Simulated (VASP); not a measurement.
# Si27C26N (a cell with a defect) (Moissanite 3C) in VASP: single point with PBE

Aim: the single point of Si27C26N (a cell with a defect) (Moissanite 3C) with PBE.

Everything below comes from runs of VASP 6.6.1. Logs are shortened: lines on timing, memory, paths and dates and some standing lists are left out, and cuts for length are marked.

## (1) The cell of the first run

The cell holds a defect, 54 atoms: a = 9.245 Å, b = 9.245 Å, c = 9.245 Å, α = 60.00°, β = 60.00°, γ = 60.00°.

## (2) Single point, PBE

Contents of INCAR:

```
PREC = Accurate ; ENCUT = 520
EDIFF = 1E-6 ; ISMEAR = -1
SIGMA = 0.01 ; LREAL = Auto
LASPH = T ; NELM = 100
ALGO = Normal ; ISIF = 2
LWAVE = F ; LCHARG = T
GGA = PE ; LELF = T
LVHAR = T ; NELECT = 216.0
NBANDS = 142
```

Contents of KPOINTS:

```
regular mesh
0
Gamma
  3 3 3
```

Contents of POSCAR:

```
Si27C26N
1.0
    0.0000000000      6.5370000000      6.5370000000
    6.5370000000      0.0000000000      6.5370000000
    6.5370000000      6.5370000000      0.0000000000
Si N C
27 1 26
Direct
   -0.0012827370     -0.0012827370     -0.0012827370
   -0.0012827370     -0.0012827370      0.3371815445
   -0.0004852344     -0.0004852344      0.6671519011
   -0.0012827370      0.3371815445     -0.0012827370
   -0.0008378422      0.3339650591      0.3339650591
   -0.0008378422      0.3339650591      0.6662410575
   -0.0004852344      0.6671519011     -0.0004852344
   -0.0008378422      0.6662410575      0.3339650591
   -0.0004852344      0.6671519011      0.6671519011
    0.3371815445     -0.0012827370     -0.0012827370
    0.3339650591     -0.0008378422      0.3339650591
    0.3339650591     -0.0008378422      0.6662410575
    0.3339650591      0.3339650591     -0.0008378422
    0.3333333333      0.3333333333      0.3333333333
    0.3339650591      0.3339650591      0.6662410575
    0.3339650591      0.6662410575     -0.0008378422
    0.3339650591      0.6662410575      0.3339650591
    0.3336649353      0.6665561327      0.6665561327
    0.6671519011     -0.0004852344     -0.0004852344
    0.6662410575     -0.0008378422      0.3339650591
    0.6671519011     -0.0004852344      0.6671519011
    0.6662410575      0.3339650591     -0.0008378422
    0.6662410575      0.3339650591      0.3339650591
    0.6665561327      0.3336649353      0.6665561327
    0.6671519011      0.6671519011     -0.0004852344
    0.6665561327      0.6665561327      0.3336649353
    0.6665561327      0.6665561327      0.6665561327
    0.0833333333      0.0833333333      0.0833333333
    0.0837440275      0.0837440275      0.4149481272
    0.0837440275      0.0837440275      0.7508971511
    0.0837440275      0.4149481272      0.0837440275
    0.0834303025      0.4166343436      0.4166343436
    0.0837440275      0.4149481272      0.7508971511
    0.0837440275      0.7508971511      0.0837440275
    0.0837440275      0.7508971511      0.4149481272
    0.0836103106      0.7499076743      0.7499076743
    0.4149481272      0.0837440275      0.0837440275
    0.4166343436      0.0834303025      0.4166343436
    0.4149481272      0.0837440275      0.7508971511
    0.4166343436      0.4166343436      0.0834303025
    0.4166343436      0.4166343436      0.4166343436
    0.4167070410      0.4167070410      0.7499596256
    0.4149481272      0.7508971511      0.0837440275
    0.4167070410      0.7499596256      0.4167070410
    0.4167070410      0.7499596256      0.7499596256
    0.7508971511      0.0837440275      0.0837440275
    0.7508971511      0.0837440275      0.4149481272
    0.7499076743      0.0836103106      0.7499076743
    0.7508971511      0.4149481272      0.0837440275
    0.7499596256      0.4167070410      0.4167070410
    0.7499596256      0.4167070410      0.7499596256
    0.7499076743      0.7499076743      0.0836103106
    0.7499596256      0.7499596256      0.4167070410
    0.7499076743      0.7499076743      0.7499076743
```

Potentials or basis: VASP PAW PBE potentials, release 64 (Si, N, C).

Launch:

```
$ cat potpaw_PBE.64/Si/POTCAR potpaw_PBE.64/N/POTCAR potpaw_PBE.64/C/POTCAR > POTCAR
$ mpirun -np 1 vasp_std > vasp.out
```

OUTCAR:

```text
PREC = Accurate
   ENCUT = 520
   EDIFF = 1E-6
   ISMEAR = -1
   LREAL = Auto
   LASPH = T
   NELM = 100
   ISIF = 2
   GGA = PE
   NELECT = 216.0

 ion  position               nearest neighbor table
   1  0.999  0.999  0.999-  30 1.87  34 1.87  46 1.87  28 1.92   7 3.06  19 3.06   3 3.06   8 3.09
                            12 3.09   6 3.09  20 3.09  16 3.09  22 3.09   4 3.13   2 3.13  10 3.13
   2  0.999  0.999  0.337-  29 1.87  35 1.87  47 1.87  28 1.92   3 3.06   9 3.06  21 3.06  20 3.09
                             8 3.09  17 3.09   5 3.09  11 3.09  23 3.09   4 3.13   1 3.13  10 3.13
   3  1.000  1.000  0.667-  36 1.88  48 1.88  30 1.90  29 1.90   2 3.06   1 3.06   7 3.07   9 3.07
                            19 3.07  21 3.07  18 3.08  24 3.08   5 3.09  11 3.09   6 3.09  12 3.09
   4  0.999  0.337  0.999-  31 1.87  33 1.87  49 1.87  28 1.92   7 3.06   9 3.06  25 3.06  22 3.09
                             6 3.09  15 3.09   5 3.09  23 3.09  13 3.09   1 3.13   2 3.13  10 3.13
   5  0.999  0.334  0.334-  50 1.88  32 1.88  31 1.89  29 1.89   6 3.07   8 3.07  24 3.07  26 3.07
                            23 3.08  14 3.08   7 3.09   3 3.09   4 3.09   2 3.09  11 3.10  13 3.10
   6  0.999  0.334  0.666-  51 1.88  32 1.88  33 1.89  30 1.89   5 3.07   8 3.07  27 3.07  24 3.07
                            22 3.08  14 3.08   9 3.09   3 3.09   4 3.09   1 3.09  15 3.10  12 3.10
   7  1.000  0.667  1.000-  36 1.88  52 1.88  34 1.90  31 1.90   4 3.06   1 3.06   3 3.07   9 3.07
                            19 3.07  25 3.07  18 3.08  26 3.08   5 3.09  13 3.09   8 3.09  16 3.09
   8  0.999  0.666  0.334-  53 1.88  32 1.88  35 1.89  34 1.89   5 3.07   6 3.07  27 3.07  26 3.07
                            20 3.08  14 3.08   9 3.09   7 3.09   1 3.09   2 3.09  17 3.10  16 3.10
   9  1.000  0.667  0.667-  54 1.88  36 1.88  33 1.90  35 1.90   2 3.06   4 3.06   3 3.07   7 3.07
[... 62 lines left out ...]
  53  0.750  0.750  0.417-   8 1.88  20 1.88  26 1.89  27 1.89
  54  0.750  0.750  0.750-   9 1.88  21 1.88  25 1.88  27 1.89

  LATTYP: Found a face centered cubic cell.
 ALAT       =    13.0740000000

  Lattice vectors:

 A1 = (   0.0000000000,   6.5370000000,   6.5370000000)
 A2 = (   6.5370000000,   0.0000000000,   6.5370000000)
 A3 = (   6.5370000000,   6.5370000000,   0.0000000000)

Analysis of symmetry for initial positions (statically):
=====================================================================
 Subroutine PRICEL returns:
 Original cell was already a primitive cell.

 Routine SETGRP: Setting up the symmetry group for a
 face centered cubic supercell.

 Subroutine GETGRP returns: Found 24 space group operations
 (whereof  6 operations were pure point group operations)
 out of a pool of 48 trial point group operations.

The static configuration has the point symmetry C_3v.
 The point group associated with its full space group is T_d .

Analysis of symmetry for dynamics (positions and initial velocities):
[... 208 lines left out ...]
   EMIN   =  10.00;   EMAX   =-10.00  energy-range for DOS
   EFERMI =   0.00;   METHOD = LEGACY
   ISMEAR =    -1;   SIGMA  =   0.01  broadening in eV -4-tet -1-fermi 0-gaus
   EFERMI_NEDOS =   21; number of points for ismear=-14 and -15
   IALGO  =     38    algorithm
   IMIX   =      4    mixing-type and parameters
     AMIX     =   0.40;   BMIX     =  1.00
     AMIX_MAG =   1.60;   BMIX_MAG =  1.00
  volume/ion in A,a.u.               =      10.35        69.82
  Fermi-wavevector in a.u.,A,eV,Ry     =   1.192626  2.253736 19.352338  1.422357
  Thomas-Fermi vector in A             =   2.328660
   LORBIT       =      0    0 simple, 1 ext, 2 COOP (PROOUT), +10 PAW based schemes
   GGA     = PE    functional components
   LHFCALC =     F    Hartree Fock is set to
   AEXX    =    0.0000 exact exchange contribution
   IVDW    =     0    specifies the selected vdW correction
   LEPSILON=     F    determine dielectric tensor
   LRPA    =     F    only Hartree local field effects (RPA)
 non-spin polarized calculation
  energy-cutoff  :      520.00
  volume of cell :      558.68
 maximum number of plane-waves:     15070
 NGX is ok and might be reduce to    70
   NGX = 35   NGY = 35   NGZ = 35

 number of electron     215.9999998 magnetization

 Free energy of the ion-electron system (eV)
  ---------------------------------------------------
  ext. energy  EPLUGINS =         0.00000000
  ---------------------------------------------------
  free energy    TOTEN  =      -416.18442308 eV

  energy without entropy =     -416.18442308  energy(sigma->0) =     -416.18442308

 E-fermi :   8.3711     XC(G=0): -11.3348

 val. band max:        8.0802769533   @ k =   0.0000   0.0000   0.0000
 cond. band min:       9.5830130057   @ k =   0.3333   0.3333   0.0000
 fundamental gap:      1.5027360525
 Fermi energy:         8.3710696911

 k-point     1 :       0.0000    0.0000    0.0000
  band No.  band energies     occupation
      1      -8.4322      2.00000
      2      -6.9628      2.00000
      3      -5.2419      2.00000
      4      -5.2419      2.00000
      5      -5.2419      2.00000
      6      -5.1903      2.00000
[... 481 lines left out ...]
    119      13.0964      0.00000
    120      13.1908      0.00000
 [bands above 120 left out]

------------------------ aborting loop because EDIFF is reached ----------------------------------------

  FORCE on cell =-STRESS in cart. coord.  units (eV):
  Direction    XX          YY          ZZ          XY          YZ          ZX
  --------------------------------------------------------------------------------------
  -------------------------------------------------------------------------------------
  Total       -3.6151982     -3.6151982     -3.6151982      0.0000000      0.0000000      0.0000000
  in kB      -10.3675763    -10.3675763    -10.3675763      0.0000000      0.0000000      0.0000000
  external PRESSURE =     -10.3675763 kB  Pullay stress =       0.0000000 kB

 VOLUME and BASIS-vectors are now :
 -----------------------------------------------------------------------------
  energy-cutoff  :      520.00
  volume of cell :      558.68
      direct lattice vectors                 reciprocal lattice vectors
     0.000000000  6.537000000  6.537000000    -0.076487685  0.076487685  0.076487685
     6.537000000  0.000000000  6.537000000     0.076487685 -0.076487685  0.076487685
     6.537000000  6.537000000  0.000000000     0.076487685  0.076487685 -0.076487685

 POSITION                                       TOTAL-FORCE (eV/Angst)
 -----------------------------------------------------------------------------------
     13.05723     13.05723     13.05723         0.003005      0.003005      0.003005
      8.73277      8.73277     13.05723        -0.003005     -0.003005      0.003005
     10.89500     10.89500     13.06766         0.000000     -0.000000      0.005060
      8.73277     13.05723      8.73277        -0.003005      0.003005     -0.003005
      4.36626      8.71465      8.71465         0.000654      0.004381      0.004381
      6.53835     10.88674      8.71465        -0.004381     -0.000654      0.004381
[... 46 lines left out ...]
      7.62650      7.62650      9.80497         0.000000      0.000000     -0.009879
      9.80429      9.80429      9.80429         0.007710      0.007710      0.007710
 -----------------------------------------------------------------------------------
    total drift:                               -0.000019     -0.000019     -0.000019

  FREE ENERGIE OF THE ION-ELECTRON SYSTEM (eV)
  ---------------------------------------------------
  free  energy   TOTEN  =      -416.1844230788 eV

  energy  without entropy=     -416.1844230788  energy(sigma->0) =     -416.18442308
```

Wall time 17 min (1 thread of AMD EPYC 7R13 (Zen 3), shared host); peak memory 0.75 GiB.

Results:

```yaml
Free_energy: -416.1844 eV
Largest_force: 0.025 eV/Å
```

Forces on the atoms (eV/Å):
```
Si   0.003  0.003  0.003
Si  -0.003 -0.003  0.003
Si   0.000  0.000  0.005
Si  -0.003  0.003 -0.003
Si   0.001  0.004  0.004
Si  -0.004 -0.001  0.004
Si   0.000  0.005  0.000
Si  -0.004  0.004 -0.001
Si  -0.005  0.000  0.000
Si   0.003 -0.003 -0.003
Si   0.004  0.001  0.004
Si  -0.001 -0.004  0.004
Si   0.004  0.004  0.001
Si   0.000  0.000  0.000
Si  -0.004 -0.004  0.001
Si  -0.001  0.004 -0.004
Si  -0.004  0.001 -0.004
Si  -0.015  0.015  0.015
Si   0.005  0.000  0.000
Si   0.004 -0.004 -0.001
Si   0.000 -0.005  0.000
Si   0.004 -0.001 -0.004
Si   0.001 -0.004 -0.004
Si   0.015 -0.015  0.015
Si   0.000  0.000 -0.005
Si   0.015  0.015 -0.015
Si  -0.015 -0.015 -0.015
N    0.000  0.000  0.000
C   -0.003 -0.003 -0.001
C    0.003  0.003 -0.001
C   -0.003 -0.001 -0.003
C    0.000  0.000  0.000
C    0.001  0.003 -0.003
C    0.003 -0.001  0.003
C    0.001 -0.003  0.003
C    0.008 -0.008 -0.008
C   -0.001 -0.003 -0.003
C    0.000  0.000  0.000
C    0.003  0.001 -0.003
C    0.000  0.000  0.000
C    0.000  0.000  0.000
C    0.000  0.000  0.010
C    0.003 -0.003  0.001
C    0.000  0.010  0.000
C   -0.010  0.000  0.000
C   -0.001  0.003  0.003
C   -0.003  0.001  0.003
C   -0.008  0.008 -0.008
C   -0.003  0.003  0.001
C    0.010  0.000  0.000
C    0.000 -0.010  0.000
C   -0.008 -0.008  0.008
C    0.000  0.000 -0.010
C    0.008  0.008  0.008
```

Levels at points of the mesh, in eV from the Fermi level:
```csv
k point,band 105,band 106,band 107,band 108,band 109,band 110,band 111,band 112
"(0.00, 0.00, 0.00)",-1.05,-0.29,-0.29,-0.29,2.00,2.40,2.40,2.41
```

Caveat: the cell carries a net charge on a neutralising background, which shifts energy and pressure; the cell is charged against a uniform background, so pressure and absolute levels hang on convention.
